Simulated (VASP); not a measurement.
# NaCl in VASP: notebook

The runs below take NaCl through electric field gradients, with PBEsol.

Everything below comes from runs of VASP 6.6.1. Logs are shortened: lines on timing, memory, paths and dates and some standing lists are left out, and cuts for length are marked.

**1. The cell of the first run**

Symmetry: Pm-3m, No. 221, cubic system. The conventional cell has a = 2.916 Å, b = 2.916 Å, c = 2.916 Å, α = 90.00°, β = 90.00°, γ = 90.00°. Na (site symmetry m-3m) has 8 Cl at 2.53 Å and 6 Na at 2.92 Å within 3.3 Å. Cl (site symmetry m-3m) has 8 Na at 2.53 Å and 6 Cl at 2.92 Å within 3.3 Å.

**2. Electric field gradients, PBEsol (volume scaled by 1.06)**

Contents of INCAR:

```
  ALGO = Normal
  EDIFF = 1E-8
  ENCUT = 520
  GGA = PS
  ISIF = 2
  ISMEAR = -1
  LASPH = True
  LCHARG = False
  LEFG = True
  LREAL = False
  LWAVE = False
  NBANDS = 14
  NELM = 100
  PREC = Accurate
  SIGMA = 0.03
```

Contents of KPOINTS:

```
k-points
0
Gamma
  9 9 9
```

Contents of POSCAR:

```
NaCl
1.0
    2.9160926721      0.0000000000      0.0000000000
    0.0000000000      2.9160926721      0.0000000000
    0.0000000000      0.0000000000      2.9160926721
Na Cl
1 1
Direct
    0.0000000000      0.0000000000      0.0000000000
    0.5000000000      0.5000000000      0.5000000000
```

Potentials or basis: VASP PAW PBE potentials, release 64 (Na_pv, Cl).

Launch:

```
cat potpaw_PBE.64/Na_pv/POTCAR potpaw_PBE.64/Cl/POTCAR > POTCAR
mpirun -np 1 vasp_std > vasp.out
```

OUTCAR:

```text
EDIFF = 1E-8
   ENCUT = 520
   GGA = PS
   ISIF = 2
   ISMEAR = -1
   LASPH = True
   LREAL = False
   NELM = 100
   PREC = Accurate

 ion  position               nearest neighbor table
   1  0.000  0.000  0.000-   2 2.53   2 2.53   2 2.53   2 2.53   2 2.53   2 2.53   2 2.53   2 2.53

   2  0.500  0.500  0.500-   1 2.53   1 2.53   1 2.53   1 2.53   1 2.53   1 2.53   1 2.53   1 2.53

  LATTYP: Found a simple cubic cell.
 ALAT       =     2.9160926721

  Lattice vectors:

 A1 = (   2.9160926721,   0.0000000000,   0.0000000000)
 A2 = (   0.0000000000,   2.9160926721,   0.0000000000)
 A3 = (   0.0000000000,   0.0000000000,   2.9160926721)

Analysis of symmetry for initial positions (statically):
=====================================================================
 Subroutine PRICEL returns:
 Original cell was already a primitive cell.

 Routine SETGRP: Setting up the symmetry group for a
 simple cubic supercell.

 Subroutine GETGRP returns: Found 48 space group operations
 (whereof 48 operations were pure point group operations)
 out of a pool of 48 trial point group operations.

The static configuration has the point symmetry O_h .

Analysis of symmetry for dynamics (positions and initial velocities):
=====================================================================
 Subroutine PRICEL returns:
 Original cell was already a primitive cell.

 Routine SETGRP: Setting up the symmetry group for a
 simple cubic supercell.

 Subroutine GETGRP returns: Found 48 space group operations
 (whereof 48 operations were pure point group operations)
 out of a pool of 48 trial point group operations.

The dynamic configuration has the point symmetry O_h .

 Subroutine INISYM returns: Found 48 space group operations
 (whereof 48 operations are pure point group operations),
 and found     1 'primitive' translations

----------------------------------------------------------------------------------------

                                     Primitive cell

  volume of cell :      24.7973

  direct lattice vectors                    reciprocal lattice vectors
     2.916092672  0.000000000  0.000000000     0.342924630  0.000000000  0.000000000
     0.000000000  2.916092672  0.000000000     0.000000000  0.342924630  0.000000000
     0.000000000  0.000000000  2.916092672     0.000000000  0.000000000  0.342924630

  length of vectors
     2.916092672  2.916092672  2.916092672     0.342924630  0.342924630  0.342924630

  position of ions in fractional coordinates (direct lattice)
     0.000000000  0.000000000  0.000000000
     0.500000000  0.500000000  0.500000000

  ion indices of the primitive-cell ions
   primitive index   ion index
                 1           1
                 2           2

----------------------------------------------------------------------------------------

 KPOINTS: k-points

Automatic generation of k-mesh.
 Grid dimensions read from file:
 generate k-points for:    9    9    9

 Generating k-lattice:

  Cartesian coordinates                     Fractional coordinates (reciprocal lattice)
     0.038102737  0.000000000  0.000000000     0.111111111  0.000000000  0.000000000
     0.000000000  0.038102737  0.000000000     0.000000000  0.111111111  0.000000000
     0.000000000  0.000000000  0.038102737     0.000000000  0.000000000  0.111111111

  Length of vectors
     0.038102737  0.038102737  0.038102737

  Shift w.r.t. Gamma in fractional coordinates (k-lattice)
     0.000000000  0.000000000  0.000000000

 Subroutine IBZKPT returns following result:
 ===========================================

 Found     35 irreducible k-points:

 Following reciprocal coordinates:
            Coordinates               Weight
  0.000000  0.000000  0.000000      1.000000
  0.111111  0.000000  0.000000      6.000000
  0.222222  0.000000  0.000000      6.000000
  0.333333  0.000000  0.000000      6.000000
  0.444444  0.000000  0.000000      6.000000
  0.111111  0.111111  0.000000     12.000000
[... 16 lines left out ...]
  0.333333  0.333333  0.111111     24.000000
  0.444444  0.333333  0.111111     48.000000
 [... further k-points ...]
   k-points           NKPTS =     35   k-points in BZ     NKDIM =     35   number of bands    NBANDS=     14
   number of dos      NEDOS =    301   number of ions     NIONS =      2
   total plane-waves  NPLWV =  13824
   dimension x,y,z NGX =    24 NGY =   24 NGZ =   24
   dimension x,y,z NGXF=    48 NGYF=   48 NGZF=   48
   ions per type =               1   1
   NGX,Y,Z   is equivalent  to a cutoff of  13.68, 13.68, 13.68 a.u.
   NGXF,Y,Z  is equivalent  to a cutoff of  27.36, 27.36, 27.36 a.u.
 SYSTEM =  unknown system
   PREC   = accura    normal or accurate (medium, high low for compatibility)
   ISTART =      0    job   : 0-new  1-cont  2-samecut
   ICHARG =      2    charge: 1-file 2-atom 10-const
   ISPIN  =      1    spin polarized calculation?
   LNONCOLLINEAR =      F non collinear calculations
   LSORBIT =      F    spin-orbit coupling
   LASPH  =      T    aspherical Exc in radial PAW
   ENCUT  =  520.0 eV  38.22 Ry    6.18 a.u.   5.42  5.42  5.42*2*pi/ulx,y,z
   NELM   =    100;   NELMIN=  2; NELMDL= -5     # of ELM steps
   EDIFF  = 0.1E-07   stopping-criterion for ELM
   LREAL  =      F    real-space projection
   EDIFFG = 0.1E-06   stopping-criterion for IOM
   NSW    =      0    number of steps for IOM
   IBRION =     -1    ionic relax: 0-MD 1-quasi-New 2-CG
   NFREE  =      0    steps in history (QN), initial steepest desc. (CG)
   ISIF   =      2    stress and relaxation
   ISYM   =      2    0-nonsym 1-usesym 2-fastsym
   POTIM  = 0.5000    time-step for ionic-motion
   TEBEG  =    0.0;   TEEND  =   0.0 temperature during run
   PSTRESS=    0.0 pullay stress
   NELECT =      14.0000    total number of electrons
   NUPDOWN=      -1.0000    fix difference up-down
   EMIN   =  10.00;   EMAX   =-10.00  energy-range for DOS
   EFERMI =   0.00;   METHOD = LEGACY
   ISMEAR =    -1;   SIGMA  =   0.03  broadening in eV -4-tet -1-fermi 0-gaus
   EFERMI_NEDOS =   21; number of points for ismear=-14 and -15
   IALGO  =     38    algorithm
   IMIX   =      4    mixing-type and parameters
     AMIX     =   0.40;   BMIX     =  1.00
     AMIX_MAG =   1.60;   BMIX_MAG =  1.00
  volume/ion in A,a.u.               =      12.40        83.67
  Fermi-wavevector in a.u.,A,eV,Ry     =   1.353057  2.556908 24.909057  1.830764
  Thomas-Fermi vector in A             =   2.480344
   LORBIT       =      0    0 simple, 1 ext, 2 COOP (PROOUT), +10 PAW based schemes
   GGA     = PS    functional components
   LHFCALC =     F    Hartree Fock is set to
   AEXX    =    0.0000 exact exchange contribution
   IVDW    =     0    specifies the selected vdW correction
   LEPSILON=     F    determine dielectric tensor
   LRPA    =     F    only Hartree local field effects (RPA)
 non-spin polarized calculation
  energy-cutoff  :      520.00
  volume of cell :       24.80
 maximum number of plane-waves:       691
 NGX is ok and might be reduce to    24
   NGX = 11   NGY = 11   NGZ = 11

 number of electron      14.0000014 magnetization

 Free energy of the ion-electron system (eV)
  ---------------------------------------------------
  ext. energy  EPLUGINS =         0.00000000
  ---------------------------------------------------
  free energy    TOTEN  =        -5.24756883 eV

  energy without entropy =       -5.24756883  energy(sigma->0) =       -5.24756883

 E-fermi :   6.5004     XC(G=0): -11.2518

 val. band max:        5.8765998589   @ k =   0.4444   0.4444   0.0000
 cond. band min:      10.6358356478   @ k =   0.4444   0.4444   0.0000
 fundamental gap:      4.7592357888
 Fermi energy:         6.5003992891

 k-point     1 :       0.0000    0.0000    0.0000
  band No.  band energies     occupation
      1     -16.4493      2.00000
      2     -16.4493      2.00000
      3     -16.4493      2.00000
      4     -10.5752      2.00000
      5       4.7484      2.00000
      6       4.7484      2.00000
      7       4.7484      2.00000
      8      12.6352      0.00000
      9      12.7369      0.00000
     10      12.7369      0.00000
     11      23.6043      0.00000
     12      23.6043      0.00000
     13      23.6043      0.00000
     14      27.4679      0.00000
[... 375 lines left out ...]
 k-point    24 :       0.4444    0.3333    0.1111
  band No.  band energies     occupation
      1     -16.6896      2.00000
      2     -16.6050      2.00000
      3     -16.4277      2.00000
      4      -8.5320      2.00000
      5       0.6632      2.00000
      6       1.7979      2.00000
      7       5.0177      2.00000
      8      11.8524      0.00000
      9      16.5613      0.00000
     10      16.9597      0.00000
     11      18.1240      0.00000
     12      21.7354      0.00000
     13      22.5848      0.00000
     14      26.7011      0.00000

 [... further k-points ...]
[... 5 lines left out ...]
  --------------------------------------------------------------------------------------
  -------------------------------------------------------------------------------------
  Total        7.2735276      7.2735276      7.2735276      0.0000000     -0.0000000      0.0000000
  in kB      469.9500627    469.9500627    469.9500627      0.0000000     -0.0000000      0.0000000
  external PRESSURE =     469.9500627 kB  Pullay stress =       0.0000000 kB

 VOLUME and BASIS-vectors are now :
 -----------------------------------------------------------------------------
  energy-cutoff  :      520.00
  volume of cell :       24.80
      direct lattice vectors                 reciprocal lattice vectors
     2.916092672  0.000000000  0.000000000     0.342924630  0.000000000  0.000000000
     0.000000000  2.916092672  0.000000000     0.000000000  0.342924630  0.000000000
     0.000000000  0.000000000  2.916092672     0.000000000  0.000000000  0.342924630

 POSITION                                       TOTAL-FORCE (eV/Angst)
 -----------------------------------------------------------------------------------
      0.00000      0.00000      0.00000         0.000000      0.000000      0.000000
      1.45805      1.45805      1.45805         0.000000      0.000000      0.000000
 -----------------------------------------------------------------------------------
    total drift:                                0.000000     -0.000000     -0.000000

  FREE ENERGIE OF THE ION-ELECTRON SYSTEM (eV)
  ---------------------------------------------------
  free  energy   TOTEN  =        -5.2475688260 eV

  energy  without entropy=       -5.2475688260  energy(sigma->0) =       -5.24756883

 Electric field gradients (V/A^2)
---------------------------------------------------------------------
 ion       V_xx      V_yy      V_zz      V_xy      V_xz      V_yz
---------------------------------------------------------------------
   1      -0.000    -0.000     0.000     0.000    -0.000    -0.000
   2       0.000     0.000    -0.000    -0.000     0.000    -0.000
---------------------------------------------------------------------

 Electric field gradients after diagonalization (V/A^2)
 (convention: |V_zz| > |V_xx| > |V_yy|)
----------------------------------------------------------------------
 ion       V_xx      V_yy      V_zz     asymmetry (V_yy - V_xx)/ V_zz
----------------------------------------------------------------------
   1      -0.000     0.000    -0.000      -0.742
   2       0.000     0.000    -0.000       0.112
----------------------------------------------------------------------

           NMR quadrupolar parameters

 Cq : quadrupolar parameter    Cq=e*Q*V_zz/h
 eta: asymmetry parameters     (V_yy - V_xx)/ V_zz
 Q  : nuclear electric quadrupole moment in mb (millibarn)
----------------------------------------------------------------------
 ion       Cq(MHz)       eta       Q (mb)
----------------------------------------------------------------------
   1      -0.000      -0.742       1.000
   2      -0.000       0.112       1.000
----------------------------------------------------------------------
```

Wall time 4.3 s (1 thread of Intel Xeon 6975P-C (Granite Rapids), shared host); peak memory 0.13 GiB.

What came out:

* Free energy: -5.2476 eV
* Pressure: 47.0 GPa
* Band gap on the k mesh: 4.76 eV, direct

Levels at points of the mesh, in eV from the valence-band top:
```tsv
k point	band 5	band 6	band 7	band 8	band 9	band 10
(0.00, 0.00, 0.00)	-1.13	-1.13	-1.13	6.76	6.86	6.86
```

Caveat: without QUAD_EFG the Cq values of the log hold for a quadrupole moment of 1 mb, not for the nuclei; the PAW data sets were made with another functional, which shifts forces and pressure a little. A k mesh can miss the band edges.

[end of part 1 of 2]
